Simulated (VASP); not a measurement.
# Si64N (a cell with a defect) in VASP: a series of runs

The runs below take Si64N (a cell with a defect) through single point, with PBE.

Everything below comes from runs of VASP 6.6.1. Logs are shortened: lines on timing, memory, paths and dates and some standing lists are left out, and cuts for length are marked.

**1. The cell of the first run**

The cell holds a defect, 65 atoms: a = 10.161 Å, b = 10.690 Å, c = 14.247 Å, α = 108.32°, β = 92.88°, γ = 109.83°.

**2. Single point, PBE, collinear spin**

Input file INCAR:

```
ALGO = Normal
EDIFF = 1E-6
ENCUT = 520
GGA = PE
ISIF = 2
ISMEAR = 0
ISPIN = 2
LASPH = T
LCHARG = F
LORBIT = 11
LREAL = Auto
LWAVE = F
MAGMOM = 0 0 0 0 0 0 0 0 0 0 0 0 0 0 0 0.07 0 0 0 0 0 0 0 0 0 0 0 0 0 0.2 0 0 0 0 0 0 0 0 0 0 0 0 0 0 0 0 0 0 0 0 0 0 0 0 0 0 0 0 0 0 0 0 0.2 0.2 0.2
NBANDS = 172
NELM = 150
PREC = Accurate
SIGMA = 0.05
```

Input file KPOINTS:

```
k-points
0
Gamma
  1 1 1
```

Input file POSCAR:

```
Si64N
1.0
    6.6508880000      6.6508890000      3.8447710000
   -9.9763330000      3.3254440000      1.9223860000
    3.3254440000     -9.9763330000      9.6119280000
Si N
64 1
Direct
    0.1318426427      0.9512985521      0.9565283954
    0.3758417390      0.6971101456      0.7049052870
    0.1427594728      0.7144578366      0.2092188429
    0.6330833350      0.4502991050      0.4487904671
    0.8885718795      0.2088870901      0.2068707853
    0.3931449043      0.4528449817      0.9544653075
    0.6193371417      0.1902627293      0.7034658278
    0.1315043501      0.4507525451      0.4610992256
    0.3829848793      0.2051848266      0.2036750009
    0.1221754301      0.2038747065      0.7060384727
    0.8813746373      0.9530287077      0.4541259423
    0.6387520299      0.9597311623      0.9524932733
    0.8784368021      0.6940904739      0.7036569954
    0.3815085207      0.9514440266      0.4567837036
    0.6386265967      0.6968795315      0.2021596825
    0.9425110556      0.5212509054      0.9413984354
    0.1412450602      0.5655539540      0.0517477565
    0.3572756607      0.2905842698      0.7920550246
    0.6137723947      0.0390464832      0.5449281782
    0.1190599878      0.2970240865      0.2993642963
    0.3635056096      0.0393627945      0.0467644487
    0.1134958330      0.0466981445      0.5463614067
    0.8692043434      0.7925440857      0.2963702160
    0.6104627542      0.7914845771      0.7942307806
    0.8628717511      0.5394823552      0.5430353422
    0.3747903070      0.7994395282      0.2973666340
    0.6276586150      0.5379389217      0.0408105202
    0.1093393732      0.7865094134      0.7980451782
    0.3679123187      0.5417378946      0.5460084414
    0.8355491146      0.2593807070      0.8074923451
    0.6214805590      0.2965176630      0.2861878014
    0.8705834440      0.0549338690      0.0464017198
    0.0502738502      0.1357746730      0.9563580809
    0.2817200870      0.8721927735      0.7028932841
    0.5437696283      0.6304595644      0.4536724610
    0.0457258850      0.8872132657      0.2075334683
    0.3163860938      0.6406184138      0.9572532366
    0.0416505277      0.6275360279      0.4531833489
    0.8020504455      0.3822994733      0.1916721558
    0.5413036960      0.3772355745      0.7049355036
    0.7926486636      0.1337930736      0.4565547404
    0.2927656051      0.3849533907      0.2051592453
    0.5303290027      0.1244656650      0.9502277666
    0.0223468000      0.3810504200      0.7218204317
    0.2945500142      0.1320440541      0.4566400727
    0.7906027321      0.8722996278      0.7031474922
    0.5548784241      0.8832176010      0.2059473190
    0.7960997096      0.6513016786      0.9569310084
    0.2003755129      0.6098941866      0.8002291674
    0.4586226170      0.3622465886      0.5431490716
    0.7093908082      0.1181147662      0.2948073281
    0.2090320031      0.3703411545      0.0436542486
    0.4365492846      0.1042551178      0.7905351657
    0.2081777181      0.1175445496      0.2968622781
    0.9542032092      0.8768463824      0.0503071574
    0.7049865484      0.8613102476      0.5442136378
    0.9588573431      0.6122824055      0.2915125306
    0.4691562294      0.8717409907      0.0471937782
    0.6986716023      0.6116598989      0.7938847712
    0.1978189242      0.8614499592      0.5436775205
    0.4575295460      0.6147393510      0.2933489660
    0.9502955276      0.3637689651      0.5541139089
    0.7095813725      0.3477662204      0.0227749396
    0.9519950983      0.1001692278      0.7946646310
    0.8211985173      0.3508767579      0.9305821417
```

Potentials or basis: VASP PAW PBE potentials, release 64 (Si, N).

Command:

```bash
cat potpaw_PBE.64/Si/POTCAR potpaw_PBE.64/N/POTCAR > POTCAR
mpirun -np 1 vasp_gam > vasp.out
```

OUTCAR:

```text
EDIFF = 1E-6
   ENCUT = 520
   GGA = PE
   ISIF = 2
   ISMEAR = 0
   ISPIN = 2
   LASPH = T
   LORBIT = 11
   LREAL = Auto
   NELM = 150
   PREC = Accurate

 ion  position               nearest neighbor table
   1  0.132  0.951  0.957-  28 2.33  21 2.35  55 2.37  33 2.38
   2  0.376  0.697  0.705-  29 2.33  24 2.36  34 2.38  49 2.41
   3  0.143  0.714  0.209-  17 2.30  26 2.34  36 2.38  57 2.39
   4  0.633  0.450  0.449-  31 2.35  25 2.35  35 2.38  50 2.40
   5  0.889  0.209  0.207-  32 2.31  20 2.35  39 2.37  51 2.37
   6  0.393  0.453  0.954-  18 2.34  27 2.36  37 2.38  52 2.39
   7  0.619  0.190  0.703-  19 2.31  30 2.33  53 2.37  40 2.38
   8  0.132  0.451  0.461-  20 2.34  29 2.36  38 2.39  62 2.42
   9  0.383  0.205  0.204-  21 2.32  31 2.37  54 2.38  42 2.39
  10  0.122  0.204  0.706-  22 2.34  18 2.36  64 2.37  44 2.39
  11  0.881  0.953  0.454-  23 2.33  22 2.36  56 2.38  41 2.39
  12  0.639  0.960  0.952-  24 2.33  32 2.36  58 2.37  43 2.38
  13  0.878  0.694  0.704-  25 2.32  28 2.36  46 2.36  59 2.37
  14  0.382  0.951  0.457-  26 2.32  19 2.34  45 2.38  60 2.39
  15  0.639  0.697  0.202-  23 2.35  27 2.36  61 2.39  47 2.40
  16  0.943  0.521  0.941-  65 1.77  17 2.31  48 2.33  30 2.65  63 3.01
  17  0.141  0.566  0.052-   3 2.30  16 2.31  37 2.36  52 2.38
[... 43 lines left out ...]
  61  0.458  0.615  0.293-  35 2.34  42 2.34  26 2.38  15 2.39
  62  0.950  0.364  0.554-  41 2.34  25 2.38  44 2.39   8 2.42
  63  0.710  0.348  0.023-  65 1.78  43 2.32  27 2.39  39 2.41  16 3.01
  64  0.952  0.100  0.795-  46 2.32  33 2.33  30 2.35  10 2.37
  65  0.821  0.351  0.931-  30 1.76  16 1.77  63 1.78

  LATTYP: Found a triclinic cell.
 ALAT       =    10.1612449887
 B/A-ratio  =     3.0241273988
 C/A-ratio  =     1.1803256044
 COS(alpha) =     0.0006103648
 COS(beta)  =     0.5449076326
 COS(gamma) =     0.7560318497

  Lattice vectors:

 A1 = (  -6.6508880000,  -6.6508890000,  -3.8447710000)
 A2 = ( -26.6035530000,  -0.0000010000, -15.3790840000)
 A3 = (   3.3254450000,  -9.9763330000,  -5.7671570000)

Analysis of symmetry for initial positions (statically):
=====================================================================
 Subroutine PRICEL returns:
 Original cell was already a primitive cell.

 Routine SETGRP: Setting up the symmetry group for a
 triclinic supercell.

 Subroutine GETGRP returns: Found  1 space group operations
 (whereof  1 operations were pure point group operations)
 out of a pool of  2 trial point group operations.

The static configuration has the point symmetry C_1 .

Analysis of symmetry for dynamics (positions and initial velocities):
=====================================================================
 Subroutine PRICEL returns:
 Original cell was already a primitive cell.

 Routine SETGRP: Setting up the symmetry group for a
 triclinic supercell.

 Subroutine GETGRP returns: Found  1 space group operations
 (whereof  1 operations were pure point group operations)
 out of a pool of  2 trial point group operations.

The dynamic configuration has the point symmetry C_1 .

Analysis of structural, dynamic, and magnetic symmetry:
=====================================================================
 Subroutine PRICEL returns:
 Original cell was already a primitive cell.

 Routine SETGRP: Setting up the symmetry group for a
 triclinic supercell.

 Subroutine GETGRP returns: Found  1 space group operations
 (whereof  1 operations were pure point group operations)
 out of a pool of  2 trial point group operations.

The overall configuration has the point symmetry C_1 .

 Subroutine INISYM returns: Found  1 space group operations
 (whereof  1 operations are pure point group operations),
 and found     1 'primitive' translations

----------------------------------------------------------------------------------------

                                     Primitive cell

[... 189 lines left out ...]
   LASPH  =      T    aspherical Exc in radial PAW
   ENCUT  =  520.0 eV  38.22 Ry    6.18 a.u.  18.89 19.88 26.49*2*pi/ulx,y,z
   NELM   =    150;   NELMIN=  2; NELMDL= -5     # of ELM steps
   EDIFF  = 0.1E-05   stopping-criterion for ELM
   LREAL  =      T    real-space projection
   EDIFFG = 0.1E-04   stopping-criterion for IOM
   NSW    =      0    number of steps for IOM
   IBRION =     -1    ionic relax: 0-MD 1-quasi-New 2-CG
   NFREE  =      0    steps in history (QN), initial steepest desc. (CG)
   ISIF   =      2    stress and relaxation
   ISYM   =      2    0-nonsym 1-usesym 2-fastsym
   POTIM  = 0.5000    time-step for ionic-motion
   TEBEG  =    0.0;   TEEND  =   0.0 temperature during run
   PSTRESS=    0.0 pullay stress
   NELECT =     261.0000    total number of electrons
   NUPDOWN=      -1.0000    fix difference up-down
   EMIN   =  10.00;   EMAX   =-10.00  energy-range for DOS
   EFERMI =   0.00;   METHOD = LEGACY
   ISMEAR =     0;   SIGMA  =   0.05  broadening in eV -4-tet -1-fermi 0-gaus
   EFERMI_NEDOS =   21; number of points for ismear=-14 and -15
   IALGO  =     38    algorithm
   IMIX   =      4    mixing-type and parameters
     AMIX     =   0.40;   BMIX     =  1.00
     AMIX_MAG =   1.60;   BMIX_MAG =  1.00
  volume/ion in A,a.u.               =      20.93       141.25
  Fermi-wavevector in a.u.,A,eV,Ry     =   0.944166  1.784215 12.128907  0.891450
  Thomas-Fermi vector in A             =   2.071944
   LORBIT       =     11    0 simple, 1 ext, 2 COOP (PROOUT), +10 PAW based schemes
   GGA     = PE    functional components
   LHFCALC =     F    Hartree Fock is set to
   AEXX    =    0.0000 exact exchange contribution
   IVDW    =     0    specifies the selected vdW correction
   LEPSILON=     F    determine dielectric tensor
   LRPA    =     F    only Hartree local field effects (RPA)
 spin polarized calculation
 Gauss-broadening in eV      SIGMA  =   0.05
  energy-cutoff  :      520.00
  volume of cell :     1360.57
 maximum number of plane-waves:     18321
 NGX is ok and might be reduce to    80
   NGX = 37   NGY = 39   NGZ = 53

 number of electron     260.9999998 magnetization       0.9999766

 Free energy of the ion-electron system (eV)
  ---------------------------------------------------
  ext. energy  EPLUGINS =         0.00000000
  ---------------------------------------------------
  free energy    TOTEN  =      -347.06888758 eV

  energy without entropy =     -347.06888757  energy(sigma->0) =     -347.06888758

 E-fermi :   5.6711     XC(G=0):  -9.1241

 val. band max:        5.4782010326   @ k =   0.0000   0.0000   0.0000
 cond. band min:       5.8640743125   @ k =   0.0000   0.0000   0.0000
 fundamental gap:      0.3858732799
 Fermi energy:         5.6711337899

 spin component 1

 k-point     1 :       0.0000    0.0000    0.0000
  band No.  band energies     occupation
      1     -11.1942      1.00000
      2      -6.4978      1.00000
      3      -5.8954      1.00000
      4      -5.8310      1.00000
      5      -5.5131      1.00000
      6      -5.3640      1.00000
[... 134 lines left out ...]
    141       6.8014      0.00000
    142       6.8695      0.00000
 Fermi energy:         5.6711337899

 spin component 2

 k-point     1 :       0.0000    0.0000    0.0000
  band No.  band energies     occupation
      1     -11.1710      1.00000
      2      -6.4889      1.00000
      3      -5.8837      1.00000
      4      -5.8221      1.00000
      5      -5.5000      1.00000
      6      -5.3403      1.00000
[... 134 lines left out ...]
    141       6.8174      0.00000
    142       6.8884      0.00000
 [bands above 142 left out]

------------------------ aborting loop because EDIFF is reached ----------------------------------------

  FORCE on cell =-STRESS in cart. coord.  units (eV):
  Direction    XX          YY          ZZ          XY          YZ          ZX
  --------------------------------------------------------------------------------------
  -------------------------------------------------------------------------------------
  Total        7.0717598      4.7697464     22.4758644     -6.6463756      3.1838800     -6.5975165
  in kB        8.3275690      5.6167621     26.4671478     -7.8266447      3.7492761     -7.7691092
  external PRESSURE =      13.4704929 kB  Pullay stress =       0.0000000 kB

 VOLUME and BASIS-vectors are now :
 -----------------------------------------------------------------------------
  energy-cutoff  :      520.00
  volume of cell :     1360.57
      direct lattice vectors                 reciprocal lattice vectors
     6.650888000  6.650889000  3.844771000     0.037588962  0.075177924  0.065023377
    -9.976333000  3.325444000  1.922386000    -0.075177924  0.037588958  0.065023369
     3.325444000 -9.976333000  9.611928000     0.000000004 -0.037588961  0.065023374

 POSITION                                       TOTAL-FORCE (eV/Angst)
 -----------------------------------------------------------------------------------
     -5.43272     -5.50228     11.52975         0.001442     -0.000515      0.002794
     -2.11080     -2.21449      9.56064         0.002477      0.004027      0.000679
     -5.48245      1.23813      3.93334         0.006389      0.003879      0.001394
      1.21066      1.23073      7.61345        -0.001742      0.000041      0.003034
      4.51380      4.54062      5.80634         0.001497      0.004564      0.003114
      1.27105     -5.40139     11.55635        -0.004141      0.001014     -0.002195
[... 57 lines left out ...]
      7.97490     -1.26312     11.49103        -0.001842     -0.004232      0.006318
      5.05583     -2.65528     12.77653         0.013093     -0.000292      0.000212
 -----------------------------------------------------------------------------------
    total drift:                                0.002446     -0.013197     -0.009662

  FREE ENERGIE OF THE ION-ELECTRON SYSTEM (eV)
  ---------------------------------------------------
  free  energy   TOTEN  =      -347.0688875823 eV

  energy  without entropy=     -347.0688875726  energy(sigma->0) =     -347.06888758

 total charge

# of ion       s       p       d       tot
------------------------------------------
    1        0.750   0.937   0.000   1.687
    2        0.751   0.926   0.000   1.677
    3        0.757   0.931   0.000   1.687
    4        0.751   0.927   0.000   1.677
    5        0.752   0.941   0.000   1.693
    6        0.752   0.927   0.000   1.680
[... 57 lines left out ...]
   64        0.754   0.954   0.000   1.708
   65        1.234   2.620   0.000   3.854
--------------------------------------------------
tot         49.480  62.034   0.000 111.514

 magnetization (x)

# of ion       s       p       d       tot
------------------------------------------
    1       -0.000   0.002   0.000   0.002
    2        0.001   0.003   0.000   0.004
    3        0.006   0.010   0.000   0.016
    4        0.000   0.000   0.000   0.000
    5        0.001   0.000   0.000   0.001
    6        0.002   0.004   0.000   0.006
[... 57 lines left out ...]
   64        0.000   0.006   0.000   0.006
   65        0.000   0.003   0.000   0.003
--------------------------------------------------
tot          0.102   0.254   0.000   0.356
```

It took 21 min on 1 thread of Intel Xeon Platinum 8259CL at 2.50GHz (Skylake/Cascade Lake), shared host; peak memory 1.6 GiB.

What came out:

```
Free energy                                           : -347.0689 eV
Pressure                                              : 1.3 GPa
Largest force                                         : 0.024 eV/Å
Net moment                                            : 1.00 μB per cell
Site moments                                          : Si +0.00, +0.02, +0.01, +0.16, -0.00 (each value once); N +0.00 μB
Valence electrons inside the program's atomic spheres : Si 1.69, 1.68, 1.70, 1.67, 1.66, 1.71, 1.64 (each value once); N 3.85
```

Forces on the atoms (eV/Å):
```
Si   0.001 -0.001  0.003
Si   0.002  0.004  0.001
Si   0.006  0.004  0.001
Si  -0.002  0.000  0.003
Si   0.001  0.005  0.003
Si  -0.004  0.001 -0.002
Si   0.003  0.001 -0.002
Si  -0.001 -0.001 -0.003
Si   0.000 -0.002 -0.003
Si   0.002  0.001 -0.004
Si  -0.001  0.001 -0.001
Si   0.003 -0.003 -0.002
Si  -0.001 -0.001  0.006
Si   0.003  0.002 -0.002
Si  -0.002 -0.003  0.000
Si  -0.009 -0.017  0.014
Si  -0.001  0.000 -0.001
Si   0.000 -0.002  0.000
Si  -0.001 -0.001 -0.001
Si   0.002 -0.003  0.000
Si  -0.001  0.002  0.006
Si   0.003  0.000  0.001
Si   0.001 -0.002 -0.001
Si   0.000 -0.001  0.000
Si   0.000 -0.001  0.001
Si   0.002  0.001 -0.001
Si  -0.003 -0.005  0.004
Si  -0.002 -0.001 -0.006
Si   0.003  0.001  0.001
Si  -0.009 -0.004 -0.014
Si  -0.003  0.001 -0.003
Si   0.000 -0.002  0.001
Si   0.000  0.001 -0.004
Si   0.000 -0.002  0.002
Si   0.000  0.000  0.000
Si  -0.004 -0.001  0.002
Si   0.001  0.003  0.002
Si  -0.001  0.001  0.001
Si   0.003  0.000  0.002
Si  -0.002  0.000  0.005
Si   0.001  0.004 -0.001
Si   0.002 -0.003 -0.002
Si   0.002  0.008 -0.002
Si   0.006 -0.001 -0.002
Si  -0.001  0.000 -0.002
Si   0.003  0.000 -0.005
Si  -0.001  0.001 -0.003
Si  -0.003  0.000  0.005
Si  -0.001  0.000  0.004
Si  -0.002 -0.001 -0.002
Si   0.002  0.000 -0.003
Si   0.005  0.001  0.004
Si   0.002  0.004  0.004
Si  -0.001  0.000 -0.001
Si  -0.004 -0.002 -0.003
Si  -0.001 -0.001  0.000
Si  -0.005 -0.001  0.005
Si   0.000  0.001 -0.003
Si   0.003 -0.001  0.000
Si   0.000 -0.001 -0.002
Si  -0.001  0.000  0.001
Si  -0.002  0.000  0.002
Si  -0.004  0.020 -0.010
Si  -0.002 -0.004  0.006
N    0.013  0.000  0.000
```

Caveat: the k points lie up to 0.67 Å⁻¹ apart.

**3. Single point, PBE, collinear spin**

Input file INCAR:

```
PREC = Accurate
ENCUT = 520
EDIFF = 1E-6
ISMEAR = 0
SIGMA = 0.05
LREAL = Auto
LASPH = T
NELM = 150
ALGO = Normal
ISIF = 2
LWAVE = F
LCHARG = F
ISPIN = 2
MAGMOM = 0 0 0.02 0 0 0.01 0.01 0.01 0 0.01 0 0 0 0.01 0 0.07 0.01 0 0 0 0 0 0 0 0 0.01 0.01 0 0 0 0 0 0 0 0 0 0.01 0 0 0 0 0 0.01 0.02 0 0 0 0.02 0 0 0 0 0.01 0 0 0 0 0 0 0 0 0.01 0 0.01 0
LORBIT = 11
GGA = PE
NBANDS = 172
```

Input file KPOINTS:

```
regular mesh
0
Gamma
  1 1 1
```

POSCAR is that of step 2.

Potentials or basis: VASP PAW PBE potentials, release 64 (Si, N).

Command:

```bash
cat potpaw_PBE.64/Si/POTCAR potpaw_PBE.64/N/POTCAR > POTCAR
mpirun -np 1 vasp_gam > vasp.out
```

Run time: 46 min. Hardware: 1 thread of Intel Xeon 8259CL, shared host; peak memory 1.6 GiB.

It converged, with:

```
Free energy                                           : -347.0689 eV
Pressure                                              : 1.3 GPa
Largest force                                         : 0.024 eV/Å
Net moment                                            : 1.00 μB per cell
Site moments                                          : Si +0.00, +0.02, +0.01, +0.16, -0.00 (each value once); N +0.00 μB
Valence electrons inside the program's atomic spheres : Si 1.69, 1.68, 1.70, 1.67, 1.66, 1.71, 1.64 (each value once); N 3.85
```

Forces on the atoms (eV/Å):
```
Si   0.001 -0.001  0.003
Si   0.002  0.004  0.001
Si   0.006  0.004  0.001
Si  -0.002  0.000  0.003
Si   0.002  0.005  0.003
Si  -0.004  0.001 -0.002
Si   0.003  0.001 -0.002
Si  -0.001 -0.001 -0.003
Si   0.000 -0.002 -0.003
Si   0.002  0.001 -0.004
Si  -0.001  0.001 -0.001
Si   0.003 -0.003 -0.002
Si  -0.001 -0.001  0.006
Si   0.003  0.002 -0.002
Si  -0.002 -0.003  0.000
Si  -0.009 -0.017  0.014
Si  -0.001  0.000 -0.001
Si   0.000 -0.002  0.000
Si  -0.001 -0.001 -0.001
Si   0.002 -0.003  0.000
Si  -0.001  0.002  0.006
Si   0.003  0.000  0.001
Si   0.001 -0.002 -0.001
Si   0.000 -0.001  0.000
Si   0.000 -0.001  0.001
Si   0.002  0.001 -0.001
Si  -0.003 -0.005  0.004
Si  -0.002 -0.001 -0.006
Si   0.003  0.001  0.001
Si  -0.009 -0.004 -0.014
Si  -0.003  0.001 -0.003
Si   0.000 -0.002  0.001
Si   0.000  0.001 -0.004
Si   0.000 -0.002  0.002
Si   0.000  0.000  0.000
Si  -0.004 -0.001  0.002
Si   0.001  0.003  0.002
Si  -0.001  0.001  0.001
Si   0.003  0.000  0.002
Si  -0.002  0.000  0.005
Si   0.001  0.004 -0.001
Si   0.002 -0.003 -0.002
Si   0.002  0.008 -0.002
Si   0.006 -0.001 -0.002
Si  -0.001  0.000 -0.002
Si   0.003  0.000 -0.005
Si  -0.001  0.001 -0.003
Si  -0.003  0.000  0.005
Si  -0.001  0.000  0.004
Si  -0.002 -0.001 -0.002
Si   0.002  0.000 -0.003
Si   0.005  0.001  0.004
Si   0.002  0.004  0.004
Si  -0.001  0.000 -0.001
Si  -0.004 -0.002 -0.003
Si  -0.001 -0.001  0.000
Si  -0.005 -0.001  0.005
Si   0.000  0.001 -0.003
Si   0.003 -0.001  0.000
Si   0.000 -0.001 -0.002
Si  -0.001  0.000  0.001
Si  -0.002  0.000  0.002
Si  -0.004  0.020 -0.010
Si  -0.002 -0.004  0.006
N    0.012  0.000  0.000
```

Stress tensor (GPa, compression positive):
```
 0.83 -0.78 -0.78
-0.78  0.56  0.38
-0.78  0.38  2.65
```

Levels at points of the mesh, in eV from the Fermi level:
Spin up:
| k point | band 128 | band 129 | band 130 | band 131 | band 132 | band 133 | band 134 | band 135 |
| --- | --- | --- | --- | --- | --- | --- | --- | --- |
| (0.00, 0.00, 0.00) | -0.85 | -0.80 | -0.71 | -0.19 | 0.54 | 0.59 | 0.66 | 0.71 |
Spin down:
```
           k point  band 126  band 127  band 128  band 129  band 130  band 131  band 132  band 133  band 134  band 135
(0.00, 0.00, 0.00)     -0.99     -0.92     -0.83     -0.79     -0.71      0.19      0.55      0.61      0.68      0.72
```

Caveat: the k points lie up to 0.67 Å⁻¹ apart.
